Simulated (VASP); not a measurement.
# CsSnBr3 (Pm-3m) in VASP: single point with PBEsol

Aim: the single point of CsSnBr3 with PBEsol.

Everything below comes from runs of VASP 6.6.1. Logs are shortened: lines on timing, memory, paths and dates and some standing lists are left out, and cuts for length are marked.

## Step 1: The cell of the first run

Symmetry: Pm-3m, No. 221, cubic system. The conventional cell has a = 5.763 Å, b = 5.763 Å, c = 5.763 Å, α = 90.00°, β = 90.00°, γ = 90.00°. Within 5.3 Å of Cs (site symmetry m-3m) lie 12 Br at 4.07 Å and 8 Sn at 4.99 Å. Sn (site symmetry m-3m) has 6 Br at 2.88 Å within 3.8 Å. Br (site symmetry 4/mmm) has 2 Sn at 2.88 Å within 3.8 Å.

## Step 2: Single point, PBEsol

INCAR reads:

```
  PREC = Accurate
  ENCUT = 500
  EDIFF = 1E-6
  ISMEAR = 0
  SIGMA = 0.02
  LREAL = F
  LASPH = T
  NELM = 120
  ALGO = Normal
  ISIF = 2
  LWAVE = F
  LCHARG = F
  GGA = PS
  NBANDS = 30
  GGA_COMPAT = F
```

KPOINTS reads:

```
Automatic mesh
0
Gamma
  6 6 6
```

POSCAR reads:

```
CsSnBr3
1.0
    5.7627696326      0.0000000000      0.0000000000
    0.0000000000      5.7627696326      0.0000000000
    0.0000000000      0.0000000000      5.7627696326
Cs Sn Br
1 1 3
Direct
    0.0000000000      0.0000000000      0.0000000000
    0.5000000000      0.5000000000      0.5000000000
    0.5000000000      0.0000000000      0.5000000000
    0.5000000000      0.5000000000      0.0000000000
    0.0000000000      0.5000000000      0.5000000000
```

Potentials or basis: VASP PAW PBE potentials, release 64 (Cs_sv, Sn_d, Br).

Launch:

```
> cat potpaw_PBE.64/Cs_sv/POTCAR potpaw_PBE.64/Sn_d/POTCAR potpaw_PBE.64/Br/POTCAR > POTCAR
> mpirun -np 1 vasp_std > vasp.out
```

OUTCAR:

```text
PREC = Accurate
   ENCUT = 500
   EDIFF = 1E-6
   ISMEAR = 0
   LREAL = F
   LASPH = T
   NELM = 120
   ISIF = 2
   GGA = PS

 ion  position               nearest neighbor table
   1  0.000  0.000  0.000-
   2  0.500  0.500  0.500-   3 2.88   4 2.88   5 2.88   4 2.88   3 2.88   5 2.88
   3  0.500  0.000  0.500-   2 2.88   2 2.88
   4  0.500  0.500  0.000-   2 2.88   2 2.88
   5  0.000  0.500  0.500-   2 2.88   2 2.88

  LATTYP: Found a simple cubic cell.
 ALAT       =     5.7627696326

  Lattice vectors:

 A1 = (   5.7627696326,   0.0000000000,   0.0000000000)
 A2 = (   0.0000000000,   5.7627696326,   0.0000000000)
 A3 = (   0.0000000000,   0.0000000000,   5.7627696326)

Analysis of symmetry for initial positions (statically):
=====================================================================
 Subroutine PRICEL returns:
 Original cell was already a primitive cell.

 Routine SETGRP: Setting up the symmetry group for a
 simple cubic supercell.

 Subroutine GETGRP returns: Found 48 space group operations
 (whereof 48 operations were pure point group operations)
 out of a pool of 48 trial point group operations.

The static configuration has the point symmetry O_h .

Analysis of symmetry for dynamics (positions and initial velocities):
=====================================================================
 Subroutine PRICEL returns:
 Original cell was already a primitive cell.

 Routine SETGRP: Setting up the symmetry group for a
 simple cubic supercell.

 Subroutine GETGRP returns: Found 48 space group operations
 (whereof 48 operations were pure point group operations)
 out of a pool of 48 trial point group operations.

The dynamic configuration has the point symmetry O_h .

 Subroutine INISYM returns: Found 48 space group operations
 (whereof 48 operations are pure point group operations),
 and found     1 'primitive' translations

----------------------------------------------------------------------------------------

                                     Primitive cell

  volume of cell :     191.3788

  direct lattice vectors                    reciprocal lattice vectors
     5.762769633  0.000000000  0.000000000     0.173527672  0.000000000  0.000000000
     0.000000000  5.762769633  0.000000000     0.000000000  0.173527672  0.000000000
     0.000000000  0.000000000  5.762769633     0.000000000  0.000000000  0.173527672

  length of vectors
     5.762769633  5.762769633  5.762769633     0.173527672  0.173527672  0.173527672

  position of ions in fractional coordinates (direct lattice)
     0.000000000  0.000000000  0.000000000
     0.500000000  0.500000000  0.500000000
     0.500000000  0.000000000  0.500000000
     0.500000000  0.500000000  0.000000000
     0.000000000  0.500000000  0.500000000

  ion indices of the primitive-cell ions
   primitive index   ion index
                 1           1
                 2           2
                 3           3
                 4           4
                 5           5

----------------------------------------------------------------------------------------

 KPOINTS: Automatic mesh

Automatic generation of k-mesh.
 Grid dimensions read from file:
 generate k-points for:    6    6    6

 Generating k-lattice:

  Cartesian coordinates                     Fractional coordinates (reciprocal lattice)
     0.028921279  0.000000000  0.000000000     0.166666667  0.000000000  0.000000000
     0.000000000  0.028921279  0.000000000     0.000000000  0.166666667  0.000000000
     0.000000000  0.000000000  0.028921279     0.000000000  0.000000000  0.166666667

  Length of vectors
     0.028921279  0.028921279  0.028921279

  Shift w.r.t. Gamma in fractional coordinates (k-lattice)
     0.000000000  0.000000000  0.000000000

 Subroutine IBZKPT returns following result:
 ===========================================

 Found     20 irreducible k-points:

 Following reciprocal coordinates:
            Coordinates               Weight
  0.000000  0.000000  0.000000      1.000000
  0.166667  0.000000  0.000000      6.000000
  0.333333  0.000000  0.000000      6.000000
  0.500000  0.000000  0.000000      3.000000
  0.166667  0.166667  0.000000     12.000000
  0.333333  0.166667  0.000000     24.000000
[... 12 lines left out ...]
  0.500000  0.500000  0.333333      6.000000
  0.500000  0.500000  0.500000      1.000000
   k-points           NKPTS =     20   k-points in BZ     NKDIM =     20   number of bands    NBANDS=     30
   number of dos      NEDOS =    301   number of ions     NIONS =      5
   total plane-waves  NPLWV =  74088
   dimension x,y,z NGX =    42 NGY =   42 NGZ =   42
   dimension x,y,z NGXF=    84 NGYF=   84 NGZF=   84
   ions per type =               1   1   3
   NGX,Y,Z   is equivalent  to a cutoff of  12.12, 12.12, 12.12 a.u.
   NGXF,Y,Z  is equivalent  to a cutoff of  24.23, 24.23, 24.23 a.u.
 SYSTEM =  unknown system
   PREC   = accura    normal or accurate (medium, high low for compatibility)
   ISTART =      0    job   : 0-new  1-cont  2-samecut
   ICHARG =      2    charge: 1-file 2-atom 10-const
   ISPIN  =      1    spin polarized calculation?
   LNONCOLLINEAR =      F non collinear calculations
   LSORBIT =      F    spin-orbit coupling
   LASPH  =      T    aspherical Exc in radial PAW
   ENCUT  =  500.0 eV  36.75 Ry    6.06 a.u.  10.51 10.51 10.51*2*pi/ulx,y,z
   NELM   =    120;   NELMIN=  2; NELMDL= -5     # of ELM steps
   EDIFF  = 0.1E-05   stopping-criterion for ELM
   LREAL  =      F    real-space projection
   EDIFFG = 0.1E-04   stopping-criterion for IOM
   NSW    =      0    number of steps for IOM
   IBRION =     -1    ionic relax: 0-MD 1-quasi-New 2-CG
   NFREE  =      0    steps in history (QN), initial steepest desc. (CG)
   ISIF   =      2    stress and relaxation
   ISYM   =      2    0-nonsym 1-usesym 2-fastsym
   POTIM  = 0.5000    time-step for ionic-motion
   TEBEG  =    0.0;   TEEND  =   0.0 temperature during run
   PSTRESS=    0.0 pullay stress
   NELECT =      44.0000    total number of electrons
   NUPDOWN=      -1.0000    fix difference up-down
   EMIN   =  10.00;   EMAX   =-10.00  energy-range for DOS
   EFERMI =   0.00;   METHOD = LEGACY
   ISMEAR =     0;   SIGMA  =   0.02  broadening in eV -4-tet -1-fermi 0-gaus
   EFERMI_NEDOS =   21; number of points for ismear=-14 and -15
   IALGO  =     38    algorithm
   IMIX   =      4    mixing-type and parameters
     AMIX     =   0.40;   BMIX     =  1.00
     AMIX_MAG =   1.60;   BMIX_MAG =  1.00
  volume/ion in A,a.u.               =      38.28       258.30
  Fermi-wavevector in a.u.,A,eV,Ry     =   1.002908  1.895221 13.685075  1.005825
  Thomas-Fermi vector in A             =   2.135426
   LORBIT       =      0    0 simple, 1 ext, 2 COOP (PROOUT), +10 PAW based schemes
   GGA     = PS    functional components
   LHFCALC =     F    Hartree Fock is set to
   AEXX    =    0.0000 exact exchange contribution
   IVDW    =     0    specifies the selected vdW correction
   LEPSILON=     F    determine dielectric tensor
   LRPA    =     F    only Hartree local field effects (RPA)
 non-spin polarized calculation
 Gauss-broadening in eV      SIGMA  =   0.02
  energy-cutoff  :      500.00
  volume of cell :      191.38
 maximum number of plane-waves:      4945
   NGX = 21   NGY = 21   NGZ = 21

 number of electron      44.0000000 magnetization

 Free energy of the ion-electron system (eV)
  ---------------------------------------------------
  ext. energy  EPLUGINS =         0.00000000
  ---------------------------------------------------
  free energy    TOTEN  =       -16.80768629 eV

  energy without entropy =      -16.80768629  energy(sigma->0) =      -16.80768629

 E-fermi :   2.6703     XC(G=0):  -8.0094

 val. band max:        2.5713129214   @ k =   0.5000   0.5000   0.5000
 cond. band min:       2.7777295771   @ k =   0.5000   0.5000   0.5000
 fundamental gap:      0.2064166557
 Fermi energy:         2.6702728924

 k-point     1 :       0.0000    0.0000    0.0000
  band No.  band energies     occupation
      1     -19.8848      2.00000
      2     -19.6902      2.00000
      3     -19.6902      2.00000
      4     -19.6523      2.00000
      5     -19.6523      2.00000
      6     -19.6523      2.00000
[... 22 lines left out ...]
     29       7.4877      0.00000
     30       7.4877      0.00000

 k-point     2 :       0.1667    0.0000    0.0000
  band No.  band energies     occupation
      1     -19.8844      2.00000
      2     -19.6902      2.00000
      3     -19.6882      2.00000
      4     -19.6523      2.00000
      5     -19.6523      2.00000
      6     -19.6523      2.00000
[... 22 lines left out ...]
     29       6.5380      0.00000
     30       7.4282      0.00000

 k-point     3 :       0.3333    0.0000    0.0000
  band No.  band energies     occupation
      1     -19.8836      2.00000
      2     -19.6902      2.00000
      3     -19.6842      2.00000
      4     -19.6525      2.00000
      5     -19.6525      2.00000
      6     -19.6523      2.00000
[... 22 lines left out ...]
     29       6.7050      0.00000
     30       7.5567      0.00000

 k-point     4 :       0.5000    0.0000    0.0000
  band No.  band energies     occupation
      1     -19.8832      2.00000
      2     -19.6902      2.00000
      3     -19.6822      2.00000
      4     -19.6526      2.00000
      5     -19.6526      2.00000
      6     -19.6523      2.00000
[... 22 lines left out ...]
     29       6.8544      0.00000
     30       7.3334      0.00000

 k-point     5 :       0.1667    0.1667    0.0000
  band No.  band energies     occupation
      1     -19.8840      2.00000
      2     -19.6892      2.00000
      3     -19.6872      2.00000
      4     -19.6524      2.00000
      5     -19.6523      2.00000
      6     -19.6523      2.00000
[... 22 lines left out ...]
     29       6.4435      0.00000
     30       7.0043      0.00000
[... 394 lines left out ...]
     29       7.2233      0.00000
     30       7.6918      0.00000

 k-point    18 :       0.5000    0.3333    0.3333
  band No.  band energies     occupation
      1     -19.8814      2.00000
      2     -19.6811      2.00000
      3     -19.6791      2.00000
      4     -19.6528      2.00000
      5     -19.6527      2.00000
      6     -19.6527      2.00000
[... 22 lines left out ...]
     29       6.9181      0.00000
     30       7.5237      0.00000

 k-point    19 :       0.5000    0.5000    0.3333
  band No.  band energies     occupation
      1     -19.8811      2.00000
      2     -19.6801      2.00000
      3     -19.6781      2.00000
      4     -19.6528      2.00000
      5     -19.6528      2.00000
      6     -19.6528      2.00000
[... 22 lines left out ...]
     29       6.7461      0.00000
     30       7.7021      0.00000

 k-point    20 :       0.5000    0.5000    0.5000
  band No.  band energies     occupation
      1     -19.8807      2.00000
      2     -19.6781      2.00000
      3     -19.6781      2.00000
      4     -19.6528      2.00000
      5     -19.6528      2.00000
      6     -19.6528      2.00000
[... 22 lines left out ...]
     29       6.6110      0.00000
     30       7.9663      0.00000

------------------------ aborting loop because EDIFF is reached ----------------------------------------

  FORCE on cell =-STRESS in cart. coord.  units (eV):
  Direction    XX          YY          ZZ          XY          YZ          ZX
  --------------------------------------------------------------------------------------
  -------------------------------------------------------------------------------------
  Total        0.0395549      0.0395549      0.0395549      0.0000000     -0.0000000     -0.0000000
  in kB        0.3311439      0.3311439      0.3311439      0.0000000     -0.0000000     -0.0000000
  external PRESSURE =       0.3311439 kB  Pullay stress =       0.0000000 kB

 VOLUME and BASIS-vectors are now :
 -----------------------------------------------------------------------------
  energy-cutoff  :      500.00
  volume of cell :      191.38
      direct lattice vectors                 reciprocal lattice vectors
     5.762769633  0.000000000  0.000000000     0.173527672  0.000000000  0.000000000
     0.000000000  5.762769633  0.000000000     0.000000000  0.173527672  0.000000000
     0.000000000  0.000000000  5.762769633     0.000000000  0.000000000  0.173527672

 POSITION                                       TOTAL-FORCE (eV/Angst)
 -----------------------------------------------------------------------------------
      0.00000      0.00000      0.00000         0.000000      0.000000      0.000000
      2.88138      2.88138      2.88138         0.000000      0.000000      0.000000
      2.88138      0.00000      2.88138         0.000000      0.000000      0.000000
      2.88138      2.88138      0.00000         0.000000      0.000000      0.000000
      0.00000      2.88138      2.88138         0.000000      0.000000      0.000000
 -----------------------------------------------------------------------------------
    total drift:                                0.000000     -0.000000     -0.000000

  FREE ENERGIE OF THE ION-ELECTRON SYSTEM (eV)
  ---------------------------------------------------
  free  energy   TOTEN  =       -16.8076862881 eV

  energy  without entropy=      -16.8076862881  energy(sigma->0) =      -16.80768629
```

It took 97 s on 1 thread of Intel Xeon Platinum 8375C at 2.90GHz (Ice Lake), shared host; peak memory 0.31 GiB.

Results:

```
Free energy            : -16.8077 eV
Pressure               : 0.0 GPa
Band gap on the k mesh : 0.21 eV, direct
```

Levels at points of the mesh, in eV from the valence-band top:
| k point | band 20 | band 21 | band 22 | band 23 | band 24 | band 25 |
| --- | --- | --- | --- | --- | --- | --- |
| (0.00, 0.00, 0.00) | -3.17 | -3.17 | -3.17 | 1.87 | 2.89 | 2.89 |
| (0.50, 0.00, 0.00) | -3.31 | -3.31 | -2.16 | 1.29 | 3.39 | 3.98 |
| (0.50, 0.50, 0.00) | -3.61 | -2.80 | -1.06 | 0.79 | 0.79 | 3.79 |
| (0.50, 0.50, 0.50) | -2.78 | -2.78 | 0.00 | 0.21 | 0.21 | 0.21 |

Caveat: the PAW data sets were made with another functional, which shifts forces and pressure a little; spin-orbit coupling is left out, which moves the levels of the heavy elements. A k mesh can miss the band edges.
